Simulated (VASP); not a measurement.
# Al4BSbP2 (P3m1) in VASP: single point with PBE

Aim: the single point of Al4BSbP2 with PBE.

Everything below comes from runs of VASP 6.6.1. Logs are shortened: lines on timing, memory, paths and dates and some standing lists are left out, and cuts for length are marked.

### 1 The cell of the first run

Symmetry: P3m1, No. 156, trigonal system. The conventional cell has a = 3.827 Å, b = 3.827 Å, c = 13.525 Å, α = 90.00°, β = 90.00°, γ = 120.00°. Al (site symmetry 3m) has 3 P at 2.33 Å and 1 Sb at 2.76 Å within 3.1 Å. Within 2.8 Å of Al (site symmetry 3m) lie 1 B at 2.13 Å and 3 P at 2.40 Å. Al (site symmetry 3m) has 3 B at 2.32 Å and 1 P at 2.46 Å within 3.1 Å. Within 3.0 Å of Al (site symmetry 3m) lie 1 P at 2.31 Å and 3 Sb at 2.65 Å. B (site symmetry 3m) has 4 Al at 2.13 to 2.32 Å within 2.8 Å. Sb (site symmetry 3m) has 4 Al at 2.65 to 2.76 Å within 3.5 Å. Within 3.1 Å of P (site symmetry 3m) lie 4 Al at 2.33 to 2.46 Å. Within 3.0 Å of P (site symmetry 3m) lie 4 Al at 2.31 to 2.40 Å.

### 2 Single point, PBE

Input file INCAR:

```
SYSTEM = Al4BSbP2
PREC = Accurate
ENCUT = 520
EDIFF = 1E-6
ISMEAR = 0
SIGMA = 0.1
LREAL = .False.
LASPH = .True.
NELM = 60
ALGO = Normal
ISIF = 2
LWAVE = .False.
LCHARG = .False.
GGA = PE
NBANDS = 25
```

Input file KPOINTS:

```
regular mesh
0
Gamma
  12 12 4
  0 0 0
```

Input file POSCAR:

```
Al4BSbP2
1.0
    3.8267418052      0.0000000000      0.0000000000
   -1.9133709026      3.3140556170      0.0000000000
    0.0000000000      0.0000000000     13.5249133880
Al B Sb P
4 1 1 2
Direct
    0.3333333333      0.6666666667      0.4724887001
    0.3333333333      0.6666666667      0.0251054248
    0.6666666667      0.3333333333      0.2355553476
    0.6666666667      0.3333333333      0.7848567441
    0.3333333333      0.6666666667      0.1822618657
    0.3333333333      0.6666666667      0.6767257393
    0.6666666667      0.3333333333      0.4175313883
    0.6666666667      0.3333333333      0.9554747900
```

Potentials or basis: VASP PAW PBE potentials, release 64 (Al, B, Sb, P).

Run with:

```
$ cat potpaw_PBE.64/Al/POTCAR potpaw_PBE.64/B/POTCAR potpaw_PBE.64/Sb/POTCAR potpaw_PBE.64/P/POTCAR > POTCAR
$ mpirun -np 1 vasp_std > vasp.out
```

OUTCAR:

```text
SYSTEM = Al4BSbP2
   PREC = Accurate
   ENCUT = 520
   EDIFF = 1E-6
   ISMEAR = 0
   LREAL = .False.
   LASPH = .True.
   NELM = 60
   ISIF = 2
   GGA = PE

 ion  position               nearest neighbor table
   1  0.333  0.667  0.472-   7 2.33   7 2.33   7 2.33   6 2.76
   2  0.333  0.667  0.025-   5 2.13   8 2.40   8 2.40   8 2.40
   3  0.667  0.333  0.236-   5 2.32   5 2.32   5 2.32   7 2.46
   4  0.667  0.333  0.785-   8 2.31   6 2.65   6 2.65   6 2.65
   5  0.333  0.667  0.182-   2 2.13   3 2.32   3 2.32   3 2.32
   6  0.333  0.667  0.677-   4 2.65   4 2.65   4 2.65   1 2.76
   7  0.667  0.333  0.418-   1 2.33   1 2.33   1 2.33   3 2.46
   8  0.667  0.333  0.955-   4 2.31   2 2.40   2 2.40   2 2.40

  LATTYP: Found a hexagonal cell.
 ALAT       =     3.8267418052
 C/A-ratio  =     3.5343156336

  Lattice vectors:

 A1 = (   3.8267418052,   0.0000000000,   0.0000000000)
 A2 = (  -1.9133709026,   3.3140556170,   0.0000000000)
 A3 = (   0.0000000000,   0.0000000000,  13.5249133880)

Analysis of symmetry for initial positions (statically):
=====================================================================
 Subroutine PRICEL returns:
 Original cell was already a primitive cell.

 Routine SETGRP: Setting up the symmetry group for a
 hexagonal supercell.

 Subroutine GETGRP returns: Found  6 space group operations
 (whereof  6 operations were pure point group operations)
 out of a pool of 24 trial point group operations.

The static configuration has the point symmetry C_3v.

Analysis of symmetry for dynamics (positions and initial velocities):
=====================================================================
 Subroutine PRICEL returns:
 Original cell was already a primitive cell.

 Routine SETGRP: Setting up the symmetry group for a
 hexagonal supercell.

 Subroutine GETGRP returns: Found  6 space group operations
 (whereof  6 operations were pure point group operations)
 out of a pool of 24 trial point group operations.

The dynamic configuration has the point symmetry C_3v.

 Subroutine INISYM returns: Found  6 space group operations
 (whereof  6 operations are pure point group operations),
 and found     1 'primitive' translations

----------------------------------------------------------------------------------------

                                     Primitive cell

  volume of cell :     171.5234

  direct lattice vectors                    reciprocal lattice vectors
     3.826741805  0.000000000  0.000000000     0.261318911  0.150872543  0.000000000
    -1.913370903  3.314055617  0.000000000     0.000000000  0.301745087  0.000000000
     0.000000000  0.000000000 13.524913388     0.000000000  0.000000000  0.073937627

  length of vectors
     3.826741805  3.826741805 13.524913388     0.301745087  0.301745087  0.073937627

  position of ions in fractional coordinates (direct lattice)
     0.333333333  0.666666667  0.472488700
     0.333333333  0.666666667  0.025105425
     0.666666667  0.333333333  0.235555348
     0.666666667  0.333333333  0.784856744
     0.333333333  0.666666667  0.182261866
     0.333333333  0.666666667  0.676725739
     0.666666667  0.333333333  0.417531388
     0.666666667  0.333333333  0.955474790

  ion indices of the primitive-cell ions
   primitive index   ion index
                 1           1
                 2           2
                 3           3
                 4           4
                 5           5
                 6           6
                 7           7
                 8           8

----------------------------------------------------------------------------------------

 KPOINTS: regular mesh

Automatic generation of k-mesh.
 Grid dimensions read from file:
 generate k-points for:   12   12    4

 Generating k-lattice:

  Cartesian coordinates                     Fractional coordinates (reciprocal lattice)
     0.021776576  0.012572712  0.000000000     0.083333333  0.000000000  0.000000000
     0.000000000  0.025145424  0.000000000     0.000000000  0.083333333  0.000000000
     0.000000000  0.000000000  0.018484407     0.000000000  0.000000000  0.250000000

  Length of vectors
     0.025145424  0.025145424  0.018484407

  Shift w.r.t. Gamma in fractional coordinates (k-lattice)
     0.000000000  0.000000000  0.000000000

 Subroutine IBZKPT returns following result:
 ===========================================

 Found     69 irreducible k-points:

 Following reciprocal coordinates:
            Coordinates               Weight
  0.000000  0.000000  0.000000      1.000000
  0.083333  0.000000  0.000000      6.000000
  0.166667  0.000000  0.000000      6.000000
  0.250000  0.000000  0.000000      6.000000
  0.333333 -0.000000  0.000000      6.000000
  0.416667  0.000000  0.000000      6.000000
[... 16 lines left out ...]
  0.166667  0.000000  0.250000      6.000000
  0.000000  0.166667  0.250000      6.000000
 [... further k-points ...]
   k-points           NKPTS =     69   k-points in BZ     NKDIM =     69   number of bands    NBANDS=     25
   number of dos      NEDOS =    301   number of ions     NIONS =      8
   total plane-waves  NPLWV =  84672
   dimension x,y,z NGX =    28 NGY =   28 NGZ =  108
   dimension x,y,z NGXF=    56 NGYF=   56 NGZF=  216
   ions per type =               4   1   1   2
   NGX,Y,Z   is equivalent  to a cutoff of  12.16, 12.16, 13.28 a.u.
   NGXF,Y,Z  is equivalent  to a cutoff of  24.33, 24.33, 26.55 a.u.
 SYSTEM =  Al4BSbP2
   PREC   = accura    normal or accurate (medium, high low for compatibility)
   ISTART =      0    job   : 0-new  1-cont  2-samecut
   ICHARG =      2    charge: 1-file 2-atom 10-const
   ISPIN  =      1    spin polarized calculation?
   LNONCOLLINEAR =      F non collinear calculations
   LSORBIT =      F    spin-orbit coupling
   LASPH  =      T    aspherical Exc in radial PAW
   ENCUT  =  520.0 eV  38.22 Ry    6.18 a.u.   7.12  7.12 25.15*2*pi/ulx,y,z
   NELM   =     60;   NELMIN=  2; NELMDL= -5     # of ELM steps
   EDIFF  = 0.1E-05   stopping-criterion for ELM
   LREAL  =      F    real-space projection
   EDIFFG = 0.1E-04   stopping-criterion for IOM
   NSW    =      0    number of steps for IOM
   IBRION =     -1    ionic relax: 0-MD 1-quasi-New 2-CG
   NFREE  =      0    steps in history (QN), initial steepest desc. (CG)
   ISIF   =      2    stress and relaxation
   ISYM   =      2    0-nonsym 1-usesym 2-fastsym
   POTIM  = 0.5000    time-step for ionic-motion
   TEBEG  =    0.0;   TEEND  =   0.0 temperature during run
   PSTRESS=    0.0 pullay stress
   NELECT =      30.0000    total number of electrons
   NUPDOWN=      -1.0000    fix difference up-down
   EMIN   =  10.00;   EMAX   =-10.00  energy-range for DOS
   EFERMI =   0.00;   METHOD = LEGACY
   ISMEAR =     0;   SIGMA  =   0.10  broadening in eV -4-tet -1-fermi 0-gaus
   EFERMI_NEDOS =   21; number of points for ismear=-14 and -15
   IALGO  =     38    algorithm
   IMIX   =      4    mixing-type and parameters
     AMIX     =   0.40;   BMIX     =  1.00
     AMIX_MAG =   1.60;   BMIX_MAG =  1.00
  volume/ion in A,a.u.               =      21.44       144.69
  Fermi-wavevector in a.u.,A,eV,Ry     =   0.915533  1.730107 11.404418  0.838201
  Thomas-Fermi vector in A             =   2.040286
   LORBIT       =      0    0 simple, 1 ext, 2 COOP (PROOUT), +10 PAW based schemes
   GGA     = PE    functional components
   LHFCALC =     F    Hartree Fock is set to
   AEXX    =    0.0000 exact exchange contribution
   IVDW    =     0    specifies the selected vdW correction
   LEPSILON=     F    determine dielectric tensor
   LRPA    =     F    only Hartree local field effects (RPA)
 non-spin polarized calculation
 Gauss-broadening in eV      SIGMA  =   0.10
  energy-cutoff  :      520.00
  volume of cell :      171.52
 maximum number of plane-waves:      4656
   NGX = 15   NGY = 15   NGZ = 51

 number of electron      30.0000001 magnetization

 Free energy of the ion-electron system (eV)
  ---------------------------------------------------
  ext. energy  EPLUGINS =         0.00000000
  ---------------------------------------------------
  free energy    TOTEN  =       -36.52516760 eV

  energy without entropy =      -36.51189069  energy(sigma->0) =      -36.51852914

 E-fermi :   4.6422     XC(G=0):  -9.1084

 val. band max:        4.6323127275   @ k =   0.1667   0.0833   0.0000
 cond. band min:       4.6431670588   @ k =   0.0833   0.0000   0.0000
 fundamental gap:      0.0108543313
 Fermi energy:         4.6421875072

 k-point     1 :       0.0000    0.0000    0.0000
  band No.  band energies     occupation
      1      -6.9221      2.00000
      2      -6.6039      2.00000
      3      -5.9570      2.00000
      4      -3.1648      2.00000
      5      -1.2602      2.00000
      6       1.0216      2.00000
[... 17 lines left out ...]
     24       9.3721      0.00000
     25       9.9755      0.00000

 k-point     2 :       0.0833    0.0000    0.0000
  band No.  band energies     occupation
      1      -6.8510      2.00000
      2      -6.5380      2.00000
      3      -5.8834      2.00000
      4      -3.0929      2.00000
      5      -1.1926      2.00000
      6       1.0515      2.00000
[... 17 lines left out ...]
     24       9.6066      0.00000
     25      10.0973      0.00000

 k-point     3 :       0.1667    0.0000    0.0000
  band No.  band energies     occupation
      1      -6.6431      2.00000
      2      -6.3464      2.00000
      3      -5.6673      2.00000
      4      -2.8816      2.00000
      5      -1.0008      2.00000
      6       1.0754      2.00000
[... 552 lines left out ...]
 k-point    23 :       0.1667    0.0000    0.2500
  band No.  band energies     occupation
      1      -6.6340      2.00000
      2      -6.3653      2.00000
      3      -5.6521      2.00000
      4      -2.9203      2.00000
      5      -0.8190      2.00000
      6       0.4855      2.00000
[... 17 lines left out ...]
     24       9.9217      0.00000
     25      10.0842      0.00000

 k-point    24 :       0.0000    0.1667    0.2500
  band No.  band energies     occupation
      1      -6.6340      2.00000
      2      -6.3653      2.00000
      3      -5.6521      2.00000
      4      -2.9204      2.00000
      5      -0.8182      2.00000
      6       0.4859      2.00000
[... 17 lines left out ...]
     24      10.0771      0.00000
     25      10.1657      0.00000

 [... further k-points ...]

------------------------ aborting loop because EDIFF is reached ----------------------------------------

  FORCE on cell =-STRESS in cart. coord.  units (eV):
  Direction    XX          YY          ZZ          XY          YZ          ZX
  --------------------------------------------------------------------------------------
  -------------------------------------------------------------------------------------
  Total        0.0067961      0.0067961      0.0497924      0.0000000      0.0000000      0.0000000
  in kB        0.0634813      0.0634813      0.4651039      0.0000000      0.0000000      0.0000000
  external PRESSURE =       0.1973555 kB  Pullay stress =       0.0000000 kB

 VOLUME and BASIS-vectors are now :
 -----------------------------------------------------------------------------
  energy-cutoff  :      520.00
  volume of cell :      171.52
      direct lattice vectors                 reciprocal lattice vectors
     3.826741805  0.000000000  0.000000000     0.261318911  0.150872543  0.000000000
    -1.913370903  3.314055617  0.000000000     0.000000000  0.301745087  0.000000000
     0.000000000  0.000000000 13.524913388     0.000000000  0.000000000  0.073937627

 POSITION                                       TOTAL-FORCE (eV/Angst)
 -----------------------------------------------------------------------------------
     -0.00000      2.20937      6.39037        -0.000000     -0.000000     -0.020282
     -0.00000      2.20937      0.33955         0.000000     -0.000000     -0.003282
      1.91337      1.10469      3.18587        -0.000000      0.000000      0.002749
      1.91337      1.10469     10.61512         0.000000     -0.000000      0.044599
     -0.00000      2.20937      2.46508         0.000000      0.000000      0.001383
     -0.00000      2.20937      9.15266         0.000000      0.000000     -0.027615
      1.91337      1.10469      5.64708        -0.000000      0.000000      0.004569
      1.91337      1.10469     12.92271         0.000000      0.000000     -0.002121
 -----------------------------------------------------------------------------------
    total drift:                               -0.000001      0.000000     -0.000628

  FREE ENERGIE OF THE ION-ELECTRON SYSTEM (eV)
  ---------------------------------------------------
  free  energy   TOTEN  =       -36.5251675997 eV

  energy  without entropy=      -36.5118906874  energy(sigma->0) =      -36.51852914
```

Run time: 6.7 min. Hardware: 1 thread of Intel Xeon Platinum 8488C (Sapphire Rapids), shared host; peak memory 0.47 GiB.

What came out:

| Quantity | Value |
| --- | --- |
| Free energy | -36.5252 eV |
| Pressure | 0.0 GPa |
| Largest force | 0.045 eV/Å |
| Band gap on the k mesh | zero (bands 15 and 16 overlap by 2.04 eV) |

Forces in eV/Å, atoms in the order of the input:
```
Al   0.000  0.000 -0.020
Al   0.000  0.000 -0.003
Al   0.000  0.000  0.003
Al   0.000  0.000  0.045
B    0.000  0.000  0.001
Sb   0.000  0.000 -0.028
P    0.000  0.000  0.005
P    0.000  0.000 -0.002
```

Levels at points of the mesh, in eV from the Fermi level:
```tsv
k point	band 13	band 14	band 15	band 16	band 17	band 18
(0.00, 0.00, 0.00)	1.19	1.19	1.40	1.40	2.17	3.00
(0.50, 0.00, 0.00)	-1.69	-0.75	-0.55	0.31	1.60	1.84
(0.00, 0.00, 0.50)	1.22	1.22	1.37	1.37	2.75	3.04
(0.50, 0.00, 0.50)	-1.63	-0.72	-0.52	0.27	1.53	1.87
```

Caveat: spin-orbit coupling is left out, which moves the levels of the heavy elements.
